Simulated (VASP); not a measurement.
Here is a VASP 6.6.1 calculation.

Contents of INCAR:

```
SYSTEM = PbO3
  ALGO = Normal
  EDIFF = 1E-6
  ENCUT = 520
  GGA = PE
  ISIF = 2
  ISMEAR = -1
  LASPH = .TRUE.
  LCHARG = .TRUE.
  LELF = .TRUE.
  LREAL = .FALSE.
  LVHAR = .TRUE.
  LWAVE = .FALSE.
  NBANDS = 24
  NELM = 60
  PREC = Accurate
  SIGMA = 0.06122561905347299
```

The input KPOINTS:

```
k-points
0
G
  9 9 9
  0 0 0
```

POSCAR

```
PbO3
1.0
    4.3804881311      0.0000000000      0.0000000000
    0.0000000000      4.3804881311      0.0000000000
    0.0000000000      0.0000000000      4.3804881311
Pb O
1 3
Direct
    0.0000000000      0.0000000000      0.0000000000
    0.5000000000      0.0000000000      0.0000000000
    0.0000000000      0.5000000000      0.0000000000
    0.0000000000      0.0000000000      0.5000000000
```

Potentials or basis: VASP PAW PBE potentials, release 64 (Pb_d, O).

The run is started by

```sh
$ cat potpaw_PBE.64/Pb_d/POTCAR potpaw_PBE.64/O/POTCAR > POTCAR
$ mpirun -np 1 vasp_std > vasp.out
```

(1) What does it give for the pressure?

(2) What does it give for the band gap on the k mesh?

## Answers

(1) -3.2 GPa.

(2) zero (bands 16 and 17 overlap by 0.60 eV).

Caveat: the cell stands under tension; semilocal functionals underestimate gaps, and a narrow one can read as zero; spin-orbit coupling is left out, which moves the levels of the heavy elements.
